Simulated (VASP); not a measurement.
# Te2Mo in VASP: a series of runs

The runs below take Te2Mo through single point, with LDA.

Program: VASP 6.6.1. These are calculated values, not measurements. Logs are shortened: lines on timing, memory, paths and dates and some standing lists are left out, and cuts for length are marked.

## 1. The cell of the first run

The cell holds a slab with vacuum, 3 atoms: a = 3.560 Å, b = 3.560 Å, c = 17.524 Å, α = 90.00°, β = 90.00°, γ = 120.00°.

## 2. Single point, LDA (atom 3 (Mo) moved by (-0.300, -0.150) A along x and y)

Contents of INCAR:

```
SYSTEM = Te2Mo
PREC = Accurate
ENCUT = 520
EDIFF = 1E-6
ISMEAR = 0
SIGMA = 0.05
LREAL = .FALSE.
LASPH = .TRUE.
NELM = 60
ALGO = Normal
ISIF = 2
LWAVE = .FALSE.
LCHARG = .FALSE.
NBANDS = 20
```

Contents of KPOINTS:

```
regular mesh
0
G
  12 12 2
  0 0 0
```

Contents of POSCAR:

```
Te2Mo
1.0
    3.5602328140      0.0000000000      0.0000000000
   -1.7801164070      3.0832520603      0.0000000000
    0.0000000000      0.0000000000     17.5240578200
Te Mo
2 1
Direct
    0.3333333333      0.6666666667      0.8978554500
    0.3333333333      0.6666666667      0.1021445500
   -0.1085891178     -0.0486499310      0.0000000000
```

Potentials or basis: VASP PAW LDA potentials, release 64 (Te, Mo_sv).

On the command line:

```bash
cat potpaw_LDA.64/Te/POTCAR potpaw_LDA.64/Mo_sv/POTCAR > POTCAR
mpirun -np 1 vasp_std > vasp.out
```

OUTCAR:

```text
SYSTEM = Te2Mo
   PREC = Accurate
   ENCUT = 520
   EDIFF = 1E-6
   ISMEAR = 0
   LREAL = .FALSE.
   LASPH = .TRUE.
   NELM = 60
   ISIF = 2

 ion  position               nearest neighbor table
   1  0.333  0.667  0.898-   3 2.48   3 2.86   3 2.88   2 3.58
   2  0.333  0.667  0.102-   3 2.48   3 2.86   3 2.88   1 3.58
   3  0.891  0.951  0.000-   1 2.48   2 2.48   1 2.86   2 2.86   1 2.88   2 2.88

  LATTYP: Found a hexagonal cell.
 ALAT       =     3.5602328140
 C/A-ratio  =     4.9221662558

  Lattice vectors:

 A1 = (   3.5602328140,   0.0000000000,   0.0000000000)
 A2 = (  -1.7801164070,   3.0832520603,   0.0000000000)
 A3 = (   0.0000000000,   0.0000000000,  17.5240578200)

Analysis of symmetry for initial positions (statically):
=====================================================================
 Subroutine PRICEL returns:
 Original cell was already a primitive cell.

 Routine SETGRP: Setting up the symmetry group for a
 hexagonal supercell.

 Subroutine GETGRP returns: Found  2 space group operations
 (whereof  2 operations were pure point group operations)
 out of a pool of 24 trial point group operations.

The static configuration has the point symmetry C_1h.

Analysis of symmetry for dynamics (positions and initial velocities):
=====================================================================
 Subroutine PRICEL returns:
 Original cell was already a primitive cell.

 Routine SETGRP: Setting up the symmetry group for a
 hexagonal supercell.

 Subroutine GETGRP returns: Found  2 space group operations
 (whereof  2 operations were pure point group operations)
 out of a pool of 24 trial point group operations.

The dynamic configuration has the point symmetry C_1h.

 Subroutine INISYM returns: Found  2 space group operations
 (whereof  2 operations are pure point group operations),
 and found     1 'primitive' translations

----------------------------------------------------------------------------------------

                                     Primitive cell

  volume of cell :     192.3633

  direct lattice vectors                    reciprocal lattice vectors
     3.560232814  0.000000000  0.000000000     0.280880508  0.162166437  0.000000000
    -1.780116407  3.083252060  0.000000000     0.000000000  0.324332873  0.000000000
     0.000000000  0.000000000 17.524057820     0.000000000  0.000000000  0.057064409

  length of vectors
     3.560232814  3.560232814 17.524057820     0.324332873  0.324332873  0.057064409

  position of ions in fractional coordinates (direct lattice)
     0.333333333  0.666666667  0.897855450
     0.333333333  0.666666667  0.102144550
     0.891410882  0.951350069  0.000000000

  ion indices of the primitive-cell ions
   primitive index   ion index
                 1           1
                 2           2
                 3           3

----------------------------------------------------------------------------------------

 KPOINTS: regular mesh

Automatic generation of k-mesh.
 Grid dimensions read from file:
 generate k-points for:   12   12    2

 Generating k-lattice:

  Cartesian coordinates                     Fractional coordinates (reciprocal lattice)
     0.023406709  0.013513870  0.000000000     0.083333333  0.000000000  0.000000000
     0.000000000  0.027027739  0.000000000     0.000000000  0.083333333  0.000000000
     0.000000000  0.000000000  0.028532204     0.000000000  0.000000000  0.500000000

  Length of vectors
     0.027027739  0.027027739  0.028532204

  Shift w.r.t. Gamma in fractional coordinates (k-lattice)
     0.000000000  0.000000000  0.000000000

 Subroutine IBZKPT returns following result:
 ===========================================

 Found    148 irreducible k-points:

 Following reciprocal coordinates:
            Coordinates               Weight
  0.000000  0.000000  0.000000      1.000000
  0.083333  0.000000  0.000000      2.000000
  0.000000  0.083333  0.000000      2.000000
 -0.083333  0.083333  0.000000      2.000000
  0.166667  0.000000  0.000000      2.000000
  0.000000  0.166667  0.000000      2.000000
[... 16 lines left out ...]
  0.166667  0.083333  0.000000      2.000000
 -0.083333  0.250000  0.000000      2.000000
 [... further k-points ...]
   k-points           NKPTS =    148   k-points in BZ     NKDIM =    148   number of bands    NBANDS=     20
   number of dos      NEDOS =    301   number of ions     NIONS =      3
   total plane-waves  NPLWV = 109760
   dimension x,y,z NGX =    28 NGY =   28 NGZ =  140
   dimension x,y,z NGXF=    56 NGYF=   56 NGZF=  280
   ions per type =               2   1
   NGX,Y,Z   is equivalent  to a cutoff of  13.07, 13.07, 13.28 a.u.
   NGXF,Y,Z  is equivalent  to a cutoff of  26.15, 26.15, 26.56 a.u.
 SYSTEM =  Te2Mo
   PREC   = accura    normal or accurate (medium, high low for compatibility)
   ISTART =      0    job   : 0-new  1-cont  2-samecut
   ICHARG =      2    charge: 1-file 2-atom 10-const
   ISPIN  =      1    spin polarized calculation?
   LNONCOLLINEAR =      F non collinear calculations
   LSORBIT =      F    spin-orbit coupling
   LASPH  =      T    aspherical Exc in radial PAW
   ENCUT  =  520.0 eV  38.22 Ry    6.18 a.u.   6.62  6.62 32.58*2*pi/ulx,y,z
   NELM   =     60;   NELMIN=  2; NELMDL= -5     # of ELM steps
   EDIFF  = 0.1E-05   stopping-criterion for ELM
   LREAL  =      F    real-space projection
[... 7 lines left out ...]
   TEBEG  =    0.0;   TEEND  =   0.0 temperature during run
   PSTRESS=    0.0 pullay stress
   NELECT =      26.0000    total number of electrons
   NUPDOWN=      -1.0000    fix difference up-down
   EMIN   =  10.00;   EMAX   =-10.00  energy-range for DOS
   EFERMI =   0.00;   METHOD = LEGACY
   ISMEAR =     0;   SIGMA  =   0.05  broadening in eV -4-tet -1-fermi 0-gaus
   EFERMI_NEDOS =   21; number of points for ismear=-14 and -15
   IALGO  =     38    algorithm
   IMIX   =      4    mixing-type and parameters
     AMIX     =   0.40;   BMIX     =  1.00
     AMIX_MAG =   1.60;   BMIX_MAG =  1.00
  volume/ion in A,a.u.               =      64.12       432.71
  Fermi-wavevector in a.u.,A,eV,Ry     =   0.840153  1.587660  9.603777  0.705858
  Thomas-Fermi vector in A             =   1.954489
   LORBIT       =      0    0 simple, 1 ext, 2 COOP (PROOUT), +10 PAW based schemes
   GGA     = CA    functional components
   LHFCALC =     F    Hartree Fock is set to
   AEXX    =    0.0000 exact exchange contribution
   IVDW    =     0    specifies the selected vdW correction
   LEPSILON=     F    determine dielectric tensor
   LRPA    =     F    only Hartree local field effects (RPA)
 non-spin polarized calculation
 Gauss-broadening in eV      SIGMA  =   0.05
  energy-cutoff  :      520.00
  volume of cell :      192.36
 maximum number of plane-waves:      5262
   NGX = 13   NGY = 13   NGZ = 65

 number of electron      26.0000001 magnetization

 Free energy of the ion-electron system (eV)
  ---------------------------------------------------
  ext. energy  EPLUGINS =         0.00000000
  ---------------------------------------------------
  free energy    TOTEN  =       -19.61068105 eV

  energy without entropy =      -19.61068105  energy(sigma->0) =      -19.61068105

 E-fermi :   0.7036     XC(G=0):  -4.8302

 val. band max:        0.3587198167   @ k =   0.0000   0.5000   0.0000
 cond. band min:       0.9965193312   @ k =   0.3333   0.3333   0.0000
 fundamental gap:      0.6377995145
 Fermi energy:         0.7036035874

 k-point     1 :       0.0000    0.0000    0.0000
  band No.  band energies     occupation
      1     -60.3406      2.00000
      2     -34.7657      2.00000
      3     -34.6113      2.00000
      4     -34.5227      2.00000
      5     -12.6837      2.00000
      6     -11.7096      2.00000
[... 12 lines left out ...]
     19       4.7867      0.00000
     20       5.6200      0.00000

 k-point     2 :       0.0833    0.0000    0.0000
  band No.  band energies     occupation
      1     -60.3400      2.00000
      2     -34.7636      2.00000
      3     -34.6198      2.00000
      4     -34.5247      2.00000
      5     -12.5869      2.00000
      6     -11.6537      2.00000
[... 12 lines left out ...]
     19       4.9057      0.00000
     20       5.7750      0.00000

 k-point     3 :       0.0000    0.0833    0.0000
  band No.  band energies     occupation
      1     -60.3401      2.00000
      2     -34.7640      2.00000
      3     -34.6154      2.00000
      4     -34.5282      2.00000
      5     -12.5923      2.00000
      6     -11.6449      2.00000
[... 12 lines left out ...]
     19       4.9027      0.00000
     20       5.7896      0.00000

 k-point     4 :      -0.0833    0.0833    0.0000
  band No.  band energies     occupation
      1     -60.3401      2.00000
      2     -34.7641      2.00000
      3     -34.6147      2.00000
      4     -34.5288      2.00000
      5     -12.5930      2.00000
      6     -11.6439      2.00000
[... 12 lines left out ...]
     19       4.9015      0.00000
     20       5.7870      0.00000

 k-point     5 :       0.1667    0.0000    0.0000
  band No.  band energies     occupation
      1     -60.3383      2.00000
      2     -34.7580      2.00000
      3     -34.6429      2.00000
      4     -34.5299      2.00000
      5     -12.3056      2.00000
      6     -11.4931      2.00000
[... 12 lines left out ...]
     19       5.2461      0.00000
     20       6.1009      0.00000
[... 353 lines left out ...]
      6     -11.5084      2.00000
[... 12 lines left out ...]
     19       5.1031      0.00000
     20       6.0195      0.00000

 k-point    22 :      -0.1667    0.0833    0.0000
  band No.  band energies     occupation
      1     -60.3389      2.00000
      2     -34.7602      2.00000
      3     -34.6306      2.00000
      4     -34.5323      2.00000
      5     -12.4050      2.00000
      6     -11.5341      2.00000
[... 12 lines left out ...]
     19       5.1385      0.00000
     20       6.0157      0.00000

 k-point    23 :       0.1667    0.0833    0.0000
  band No.  band energies     occupation
      1     -60.3369      2.00000
      2     -34.7534      2.00000
      3     -34.6599      2.00000
      4     -34.5367      2.00000
      5     -12.0439      2.00000
      6     -11.3353      2.00000
[... 12 lines left out ...]
     19       5.5881      0.00000
     20       6.4113      0.00000

 k-point    24 :      -0.0833    0.2500    0.0000
  band No.  band energies     occupation
      1     -60.3372      2.00000
      2     -34.7560      2.00000
      3     -34.6294      2.00000
      4     -34.5617      2.00000
      5     -12.0869      2.00000
      6     -11.2624      2.00000
[... 12 lines left out ...]
     19       5.5049      0.00000
     20       6.3882      0.00000

 [... further k-points ...]

------------------------ aborting loop because EDIFF is reached ----------------------------------------

  FORCE on cell =-STRESS in cart. coord.  units (eV):
  Direction    XX          YY          ZZ          XY          YZ          ZX
  --------------------------------------------------------------------------------------
  -------------------------------------------------------------------------------------
  Total       -0.1986049     -2.1590088      2.3100596      1.9996088      0.0000000      0.0000000
  in kB       -1.6541639    -17.9822026     19.2402921     16.6545737      0.0000000      0.0000000
  external PRESSURE =      -0.1320248 kB  Pullay stress =       0.0000000 kB

 VOLUME and BASIS-vectors are now :
 -----------------------------------------------------------------------------
  energy-cutoff  :      520.00
  volume of cell :      192.36
      direct lattice vectors                 reciprocal lattice vectors
     3.560232814  0.000000000  0.000000000     0.280880508  0.162166437  0.000000000
    -1.780116407  3.083252060  0.000000000     0.000000000  0.324332873  0.000000000
     0.000000000  0.000000000 17.524057820     0.000000000  0.000000000  0.057064409

 POSITION                                       TOTAL-FORCE (eV/Angst)
 -----------------------------------------------------------------------------------
     -0.00000      2.05550     15.73407        -2.149459     -1.133738     -0.648462
     -0.00000      2.05550      1.78999        -2.149459     -1.133738      0.648462
      1.48012      2.93325      0.00000         4.298919      2.267475      0.000000
 -----------------------------------------------------------------------------------
    total drift:                               -0.000064      0.000104      0.000000

  FREE ENERGIE OF THE ION-ELECTRON SYSTEM (eV)
  ---------------------------------------------------
  free  energy   TOTEN  =       -19.6106810547 eV

  energy  without entropy=      -19.6106810547  energy(sigma->0) =      -19.61068105
```

Run time: 12 min. Hardware: 1 thread of Oxide Virtual Turin-like, shared host; peak memory 0.63 GiB.

What came out:

| Item | Value |
| --- | --- |
| Free energy | -19.6107 eV |
| Largest force | 4.860 eV/Å |
| Band gap on the k mesh | 0.64 eV (least direct gap 0.96 eV) |

Forces in eV/Å, atoms in the order of the input:
```
Te  -2.149 -1.134 -0.648
Te  -2.149 -1.134  0.648
Mo   4.299  2.267  0.000
```

Caveat: the cell differs from its parent crystal (atom 3 (Mo) moved by (-0.300, -0.150) A along x and y); there is no dipole correction, which matters where the two faces differ; spin-orbit coupling is left out, which moves the levels of the heavy elements.

## 3. Single point, LDA (atom 3 (Mo) moved by (-0.300, +0.150) A along x and y)

Contents of INCAR:

```
PREC = Accurate
ENCUT = 520
EDIFF = 1E-6
ISMEAR = 0
SIGMA = 0.05
LREAL = False
LASPH = True
NELM = 100
ALGO = Normal
ISIF = 2
LWAVE = False
LCHARG = False
GGA = CA
NBANDS = 20
```

Contents of KPOINTS:

```
Automatic mesh
0
Gamma
  12 12 2
```

Edit POSCAR of step 2 so:

```diff
@@ -10,2 +10,2 @@
     0.3333333333      0.6666666667      0.1021445500
-   -0.1085891178     -0.0486499310      0.0000000000
+   -0.0599391868      0.0486499310      0.0000000000
```

Potentials or basis: VASP PAW LDA potentials, release 64 (Te, Mo_sv).

On the command line:

```bash
cat potpaw_LDA.64/Te/POTCAR potpaw_LDA.64/Mo_sv/POTCAR > POTCAR
mpirun -np 1 vasp_std > vasp.out
```

Wall time 18 min (1 thread of Oxide Virtual Turin-like, shared host); peak memory 0.63 GiB.

It converged, with:

```
Free energy            : -19.7343 eV
Largest force          : 3.704 eV/Å
Band gap on the k mesh : 0.72 eV (least direct gap 0.84 eV)
```

Forces in eV/Å, atoms in the order of the input:
```
Te  -1.677  0.785 -0.359
Te  -1.677  0.785  0.359
Mo   3.354 -1.570  0.000
```

Levels at points of the mesh, in eV from the valence-band top:
| k point | band 11 | band 12 | band 13 | band 14 | band 15 | band 16 |
| --- | --- | --- | --- | --- | --- | --- |
| (0.00, 0.00, 0.00) | -1.76 | -0.84 | -0.36 | 1.70 | 2.27 | 2.80 |
| (0.50, 0.00, 0.00) | -2.01 | -1.77 | -0.05 | 0.81 | 1.35 | 2.14 |
| (0.00, 0.50, 0.00) | -1.95 | -1.79 | 0.00 | 0.84 | 1.37 | 2.04 |
| (0.50, 0.50, 0.00) | -1.39 | -0.85 | -0.72 | 1.11 | 1.49 | 2.06 |
| (0.00, 0.00, 0.50) | -1.76 | -0.84 | -0.36 | 1.70 | 2.27 | 2.80 |
| (0.50, 0.00, 0.50) | -2.01 | -1.77 | -0.05 | 0.81 | 1.35 | 2.14 |
| (0.00, 0.50, 0.50) | -1.95 | -1.79 | 0.00 | 0.84 | 1.37 | 2.04 |
| (0.50, 0.50, 0.50) | -1.39 | -0.85 | -0.72 | 1.11 | 1.49 | 2.06 |

Caveat: the cell differs from its parent crystal (atom 3 (Mo) moved by (-0.300, +0.150) A along x and y); there is no dipole correction, which matters where the two faces differ; spin-orbit coupling is left out, which moves the levels of the heavy elements.
